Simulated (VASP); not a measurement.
# Al (Fm-3m) in VASP: notebook

Aim: see how the results for Al move with the level of theory and the settings. Levels: BLYP, r2SCAN, PBE, PBEsol. Tasks: single point.

All numbers are computed with VASP 6.6.1; they aren't measurements. Logs are shortened: lines on timing, memory, paths and dates and some standing lists are left out, and cuts for length are marked.

### Step 1. The cell of the first run

It takes space group Fm-3m (No. 225, cubic). The conventional cell has a = 4.050 Å, b = 4.050 Å, c = 4.050 Å, α = 90.00°, β = 90.00°, γ = 90.00°. Al (site symmetry m-3m) has 12 Al at 2.86 Å within 3.8 Å.

### Step 2. Single point, BLYP

INCAR

```
SYSTEM = Al
  PREC = Accurate
  ENCUT = 520
  EDIFF = 1E-6
  ISMEAR = -1
  SIGMA = 0.05
  LREAL = .FALSE.
  LASPH = .TRUE.
  NELM = 60
  ALGO = Normal
  ISIF = 2
  LWAVE = .FALSE.
  LCHARG = .FALSE.
  GGA = B5
  ALDAX = 1.0
  AGGAX = 1.0
  AGGAC = 1.0
  ALDAC = 0.0
  NBANDS = 8
```

KPOINTS

```
regular mesh
0
G
  6 6 6
  0 0 0
```

POSCAR

```
Al
1.0
    0.0000000000      2.0248050000      2.0248050000
    2.0248050000      0.0000000000      2.0248050000
    2.0248050000      2.0248050000      0.0000000000
Al
1
Direct
    0.0000000000      0.0000000000      0.0000000000
```

Potentials or basis: VASP PAW PBE potentials, release 64 (Al).

Run with:

```sh
$ cat potpaw_PBE.64/Al/POTCAR > POTCAR
$ mpirun -np 1 vasp_std > vasp.out
```

OUTCAR:

```text
SYSTEM = Al
   PREC = Accurate
   ENCUT = 520
   EDIFF = 1E-6
   ISMEAR = -1
   LREAL = .FALSE.
   LASPH = .TRUE.
   NELM = 60
   ISIF = 2
   GGA = B5

 ion  position               nearest neighbor table
   1  0.000  0.000  0.000-

  LATTYP: Found a face centered cubic cell.
 ALAT       =     4.0496100000

  Lattice vectors:

 A1 = (   0.0000000000,   2.0248050000,   2.0248050000)
 A2 = (   2.0248050000,   0.0000000000,   2.0248050000)
 A3 = (   2.0248050000,   2.0248050000,   0.0000000000)

Analysis of symmetry for initial positions (statically):
=====================================================================
 Subroutine PRICEL returns:
 Original cell was already a primitive cell.

 Routine SETGRP: Setting up the symmetry group for a
 face centered cubic supercell.

 Subroutine GETGRP returns: Found 48 space group operations
[... 9 lines left out ...]

 Routine SETGRP: Setting up the symmetry group for a
 face centered cubic supercell.

 Subroutine GETGRP returns: Found 48 space group operations
 (whereof 48 operations were pure point group operations)
 out of a pool of 48 trial point group operations.

The dynamic configuration has the point symmetry O_h .

 Subroutine INISYM returns: Found 48 space group operations
 (whereof 48 operations are pure point group operations),
 and found     1 'primitive' translations

----------------------------------------------------------------------------------------

                                     Primitive cell

  volume of cell :      16.6027

  direct lattice vectors                    reciprocal lattice vectors
     0.000000000  2.024805000  2.024805000    -0.246937359  0.246937359  0.246937359
     2.024805000  0.000000000  2.024805000     0.246937359 -0.246937359  0.246937359
     2.024805000  2.024805000  0.000000000     0.246937359  0.246937359 -0.246937359

  length of vectors
     2.863506692  2.863506692  2.863506692     0.427708053  0.427708053  0.427708053

  position of ions in fractional coordinates (direct lattice)
     0.000000000  0.000000000  0.000000000

  ion indices of the primitive-cell ions
   primitive index   ion index
                 1           1

----------------------------------------------------------------------------------------

 KPOINTS: regular mesh

Automatic generation of k-mesh.
 Grid dimensions read from file:
 generate k-points for:    6    6    6

 Generating k-lattice:

  Cartesian coordinates                     Fractional coordinates (reciprocal lattice)
    -0.041156227  0.041156227  0.041156227     0.166666667  0.000000000  0.000000000
     0.041156227 -0.041156227  0.041156227     0.000000000  0.166666667  0.000000000
     0.041156227  0.041156227 -0.041156227     0.000000000  0.000000000  0.166666667

  Length of vectors
     0.071284675  0.071284675  0.071284675

  Shift w.r.t. Gamma in fractional coordinates (k-lattice)
     0.000000000  0.000000000  0.000000000

 Subroutine IBZKPT returns following result:
 ===========================================

 Found     16 irreducible k-points:

 Following reciprocal coordinates:
            Coordinates               Weight
  0.000000  0.000000  0.000000      1.000000
  0.166667  0.000000  0.000000      8.000000
  0.333333  0.000000  0.000000      8.000000
  0.500000  0.000000  0.000000      4.000000
  0.166667  0.166667  0.000000      6.000000
  0.333333  0.166667  0.000000     24.000000
[... 8 lines left out ...]
 -0.333333  0.333333  0.166667     24.000000
 -0.333333  0.500000  0.166667     12.000000
   k-points           NKPTS =     16   k-points in BZ     NKDIM =     16   number of bands    NBANDS=      8
   number of dos      NEDOS =    301   number of ions     NIONS =      1
   total plane-waves  NPLWV =  13824
   dimension x,y,z NGX =    24 NGY =   24 NGZ =   24
   dimension x,y,z NGXF=    48 NGYF=   48 NGZF=   48
   ions per type =               1
   NGX,Y,Z   is equivalent  to a cutoff of  13.93, 13.93, 13.93 a.u.
   NGXF,Y,Z  is equivalent  to a cutoff of  27.87, 27.87, 27.87 a.u.
 SYSTEM =  Al
   PREC   = accura    normal or accurate (medium, high low for compatibility)
   ISTART =      0    job   : 0-new  1-cont  2-samecut
   ICHARG =      2    charge: 1-file 2-atom 10-const
   ISPIN  =      1    spin polarized calculation?
   LNONCOLLINEAR =      F non collinear calculations
   LSORBIT =      F    spin-orbit coupling
   LASPH  =      T    aspherical Exc in radial PAW
   ENCUT  =  520.0 eV  38.22 Ry    6.18 a.u.   5.32  5.32  5.32*2*pi/ulx,y,z
   NELM   =     60;   NELMIN=  2; NELMDL= -5     # of ELM steps
   EDIFF  = 0.1E-05   stopping-criterion for ELM
   LREAL  =      F    real-space projection
   EDIFFG = 0.1E-04   stopping-criterion for IOM
   NSW    =      0    number of steps for IOM
   IBRION =     -1    ionic relax: 0-MD 1-quasi-New 2-CG
   NFREE  =      0    steps in history (QN), initial steepest desc. (CG)
   ISIF   =      2    stress and relaxation
   ISYM   =      2    0-nonsym 1-usesym 2-fastsym
   POTIM  = 0.5000    time-step for ionic-motion
   TEBEG  =    0.0;   TEEND  =   0.0 temperature during run
   PSTRESS=    0.0 pullay stress
   NELECT =       3.0000    total number of electrons
   NUPDOWN=      -1.0000    fix difference up-down
   EMIN   =  10.00;   EMAX   =-10.00  energy-range for DOS
   EFERMI =   0.00;   METHOD = LEGACY
   ISMEAR =    -1;   SIGMA  =   0.05  broadening in eV -4-tet -1-fermi 0-gaus
   EFERMI_NEDOS =   21; number of points for ismear=-14 and -15
   IALGO  =     38    algorithm
   IMIX   =      4    mixing-type and parameters
     AMIX     =   0.40;   BMIX     =  1.00
     AMIX_MAG =   1.60;   BMIX_MAG =  1.00
  volume/ion in A,a.u.               =      16.60       112.04
  Fermi-wavevector in a.u.,A,eV,Ry     =   0.925526  1.748991 11.654733  0.856599
  Thomas-Fermi vector in A             =   2.051390
   LORBIT       =      0    0 simple, 1 ext, 2 COOP (PROOUT), +10 PAW based schemes
   GGA     = B5    functional components
   LHFCALC =     F    Hartree Fock is set to
   AEXX    =    0.0000 exact exchange contribution
   IVDW    =     0    specifies the selected vdW correction
   LEPSILON=     F    determine dielectric tensor
   LRPA    =     F    only Hartree local field effects (RPA)
 non-spin polarized calculation
  energy-cutoff  :      520.00
  volume of cell :       16.60
 maximum number of plane-waves:       459
 NGX is ok and might be reduce to    24
   NGX = 11   NGY = 11   NGZ = 11

 number of electron       3.0000000 magnetization

 Free energy of the ion-electron system (eV)
  ---------------------------------------------------
  ext. energy  EPLUGINS =         0.00000000
  ---------------------------------------------------
  free energy    TOTEN  =        -2.76466653 eV

  energy without entropy =       -2.76018337  energy(sigma->0) =       -2.76242495

 E-fermi :   8.7529     XC(G=0):  -9.6466

 val. band max:        7.7894977484   @ k =  -0.3333   0.5000   0.1667
 cond. band min:       8.7773415242   @ k =  -0.3333   0.3333   0.0000
 fundamental gap:      0.9878437758
 Fermi energy:         8.7528915563

 k-point     1 :       0.0000    0.0000    0.0000
  band No.  band energies     occupation
      1      -2.6619      2.00000
      2      20.9561      0.00000
      3      20.9561      0.00000
      4      20.9561      0.00000
      5      22.2301      0.00000
      6      22.2301      0.00000
      7      22.2301      0.00000
      8      24.9657      0.00000

 k-point     2 :       0.1667    0.0000    0.0000
  band No.  band energies     occupation
      1      -1.9127      2.00000
      2      14.9963      0.00000
      3      19.6263      0.00000
      4      19.6263      0.00000
      5      22.8996      0.00000
      6      24.1492      0.00000
      7      24.1492      0.00000
      8      25.6263      0.00000

 k-point     3 :       0.3333    0.0000    0.0000
  band No.  band energies     occupation
      1       0.3115      2.00000
      2       8.8955      0.10907
      3      19.0371      0.00000
      4      19.0371      0.00000
      5      21.6334      0.00000
      6      21.6334      0.00000
      7      22.7005      0.00000
      8      25.7659      0.00000

 k-point     4 :       0.5000    0.0000    0.0000
  band No.  band energies     occupation
      1       3.9247      2.00000
      2       3.9685      2.00000
      3      19.5427      0.00000
      4      19.5427      0.00000
      5      19.8802      0.00000
      6      19.8802      0.00000
      7      23.4128      0.00000
      8      23.8023      0.00000

 k-point     5 :       0.1667    0.1667    0.0000
  band No.  band energies     occupation
      1      -1.6638      2.00000
      2      17.3034      0.00000
      3      17.3034      0.00000
      4      17.5799      0.00000
      5      20.3625      0.00000
      6      20.9813      0.00000
      7      27.2096      0.00000
      8      27.2096      0.00000
[... 89 lines left out ...]
 k-point    14 :       0.5000    0.3333    0.1667
  band No.  band energies     occupation
      1       2.2581      2.00000
      2      10.1059      0.00000
      3      11.5503      0.00000
      4      13.7014      0.00000
      5      21.1405      0.00000
      6      22.7109      0.00000
      7      24.7070      0.00000
      8      31.2111      0.00000

 k-point    15 :      -0.3333    0.3333    0.1667
  band No.  band energies     occupation
      1       5.7597      2.00000
      2       5.8848      2.00000
      3      11.4849      0.00000
      4      11.8254      0.00000
      5      22.2964      0.00000
      6      22.8167      0.00000
      7      27.1806      0.00000
      8      28.3040      0.00000

 k-point    16 :      -0.3333    0.5000    0.1667
  band No.  band energies     occupation
      1       6.4231      2.00000
      2       7.7895      2.00000
      3       9.1843      0.00036
      4      10.6694      0.00000
      5      20.2581      0.00000
      6      22.0379      0.00000
      7      28.3004      0.00000
      8      29.2964      0.00000

------------------------ aborting loop because EDIFF is reached ----------------------------------------

  FORCE on cell =-STRESS in cart. coord.  units (eV):
  Direction    XX          YY          ZZ          XY          YZ          ZX
  --------------------------------------------------------------------------------------
  -------------------------------------------------------------------------------------
  Total        0.3752081      0.3752081      0.3752081      0.0000000     -0.0000000      0.0000000
  in kB       36.2078844     36.2078844     36.2078844      0.0000000     -0.0000000      0.0000000
  external PRESSURE =      36.2078844 kB  Pullay stress =       0.0000000 kB

 VOLUME and BASIS-vectors are now :
 -----------------------------------------------------------------------------
  energy-cutoff  :      520.00
  volume of cell :       16.60
      direct lattice vectors                 reciprocal lattice vectors
     0.000000000  2.024805000  2.024805000    -0.246937359  0.246937359  0.246937359
     2.024805000  0.000000000  2.024805000     0.246937359 -0.246937359  0.246937359
     2.024805000  2.024805000  0.000000000     0.246937359  0.246937359 -0.246937359

 POSITION                                       TOTAL-FORCE (eV/Angst)
 -----------------------------------------------------------------------------------
      0.00000      0.00000      0.00000        -0.000000      0.000000      0.000000
 -----------------------------------------------------------------------------------
    total drift:                                0.000000     -0.000000     -0.000000

  FREE ENERGIE OF THE ION-ELECTRON SYSTEM (eV)
  ---------------------------------------------------
  free  energy   TOTEN  =        -2.7646665296 eV

  energy  without entropy=       -2.7601833652  energy(sigma->0) =       -2.76242495
```

It took 7.7 s on 1 thread of AMD EPYC 7R43 (Zen 3), shared host; peak memory 0.09 GiB.

Results:

```yaml
Free_energy: -2.7647 eV
Pressure: 3.6 GPa
```

Caveat: the k points lie up to 0.45 Å⁻¹ apart; the PAW data sets were made with another functional, which shifts forces and pressure a little.

### Step 3. Single point, r2SCAN

POSCAR is that of step 2.

INCAR.step1

```
  PREC = Accurate
  ENCUT = 520
  ISMEAR = -1
  SIGMA = 0.05
  LREAL = False
  LASPH = True
  NELM = 100
  NBANDS = 8
  GGA = PE
  ALGO = Normal
  EDIFF = 1E-4
  LWAVE = True
  LCHARG = False
```

INCAR.step2

```
  PREC = Accurate
  ENCUT = 520
  EDIFF = 1E-7
  ISMEAR = -1
  SIGMA = 0.05
  LREAL = False
  LASPH = True
  NELM = 100
  ALGO = Normal
  ISIF = 2
  LWAVE = False
  LCHARG = False
  METAGGA = R2SCAN
  LMIXTAU = True
  NBANDS = 8
  ISTART = 1
```

KPOINTS

```
Automatic mesh
0
Gamma
  6 6 6
```

Potentials or basis: VASP PAW PBE potentials, release 64 (Al).

Run with:

```sh
$ cat potpaw_PBE.64/Al/POTCAR > POTCAR
$ cp INCAR.step1 INCAR
$ mpirun -np 1 vasp_std > vasp.out
$ cp INCAR.step2 INCAR
$ mpirun -np 1 vasp_std > vasp.out
```

Wall time 16 s (1 thread of AMD EPYC 7R43 (Zen 3), shared host); peak memory 0.09 GiB.

It converged, with:

| Item | Value |
| --- | --- |
| Free energy | -6.7947 eV |
| Pressure | -3.3 GPa |

Levels at points of the mesh, in eV from the Fermi level:
```
           k point  band 1  band 2  band 3  band 4
(0.00, 0.00, 0.00)  -12.26   12.83   12.83   12.83
(0.50, 0.00, 0.00)   -5.44   -4.99   11.60   11.60
(0.50, 0.50, 0.00)   -3.61   -2.11    5.00    5.51
```

Caveat: the k points lie up to 0.45 Å⁻¹ apart; the PAW data sets were made with another functional, which shifts forces and pressure a little.

### Step 4. Single point, PBE

This run uses another cell than the first one, of 16.51 Å³/atom, 0.995 times its volume.

INCAR

```
  PREC = Accurate
  ENCUT = 520
  EDIFF = 1E-6
  ISMEAR = -1
  SIGMA = 0.05
  LREAL = F
  LASPH = T
  NELM = 100
  ALGO = Normal
  ISIF = 2
  LWAVE = F
  LCHARG = F
  GGA = PE
  NBANDS = 8
```

KPOINTS

```
regular mesh
0
Gamma
  11 11 11
```

POSCAR

```
Al
1.0
    0.0000000000      2.0211814696      2.0211814696
    2.0211814696      0.0000000000      2.0211814696
    2.0211814696      2.0211814696      0.0000000000
Al
1
Direct
    0.0000000000      0.0000000000      0.0000000000
```

Run with:

```sh
$ cat potpaw_PBE.64/Al/POTCAR > POTCAR
$ mpirun -np 1 vasp_std > vasp.out
```

Wall time 2.5 s (1 thread of Intel Xeon 6975P-C (Granite Rapids), shared host); peak memory 0.13 GiB.

It converged, with:

```yaml
Free_energy: -3.7558 eV
Pressure: 0.0 GPa
```

Levels at points of the mesh, in eV from the Fermi level:
| k point | band 1 | band 2 | band 3 | band 4 | band 5 |
| --- | --- | --- | --- | --- | --- |
| (0.00, 0.00, 0.00) | -11.14 | 12.60 | 12.60 | 12.60 | 14.09 |

### Step 5. Single point, PBEsol

This run uses another cell than the first one, of 16.21 Å³/atom, 0.976 times its volume.

INCAR

```
PREC = Accurate
ENCUT = 520
EDIFF = 1E-7
ISMEAR = -1
SIGMA = 0.05
LREAL = F
LASPH = T
NELM = 60
ALGO = Fast
ISIF = 2
LWAVE = F
LCHARG = F
GGA = PS
NBANDS = 8
```

KPOINTS is that of step 4.

POSCAR

```
Al
1.0
    0.0000000000      2.0086813231      2.0086813231
    2.0086813231      0.0000000000      2.0086813231
    2.0086813231      2.0086813231      0.0000000000
Al
1
Direct
    0.0000000000      0.0000000000      0.0000000000
```

Run with:

```sh
$ cat potpaw_PBE.64/Al/POTCAR > POTCAR
$ mpirun -np 1 vasp_std > vasp.out
```

Wall time 3 s (1 thread of Intel Xeon 6975P-C (Granite Rapids), shared host); peak memory 0.13 GiB.

Results (log left out):

| Quantity | Value |
| --- | --- |
| Free energy | -4.1018 eV |
| Pressure | 0.0 GPa |

Levels at points of the mesh, in eV from the Fermi level:
```tsv
k point	band 1	band 2	band 3	band 4	band 5	band 6
(0.00, 0.00, 0.00)	-11.26	12.69	12.69	12.69	14.32	14.32
```

Caveat: the PAW data sets were made with another functional, which shifts forces and pressure a little.

### Step 6. The runs side by side

```csv
level,cell,k mesh,gap on the mesh (eV),pressure (GPa)
BLYP,"a = 2.864 Å, angles 60.0°, 1 atom",6 × 6 × 6,none,3.6
r2SCAN,"a = 2.864 Å, angles 60.0°, 1 atom",6 × 6 × 6,none,-3.3
PBE,"a = 2.858 Å, angles 60.0°, 1 atom",11 × 11 × 11,none,0.0
PBEsol,"a = 2.841 Å, angles 60.0°, 1 atom",11 × 11 × 11,none,0.0
```

Alike in all rows: task single point; potentials or basis VASP PAW PBE potentials, release 64 (Al); no spin polarisation; cutoff (eV) 520; smearing fermi-dirac 0.05 eV.

Caveats: some runs use coarse meshes; the PAW data sets were made with another functional, which shifts forces and pressure a little (some runs).

Total energies depend on the potentials used, so only differences within one code and one set of settings carry meaning.
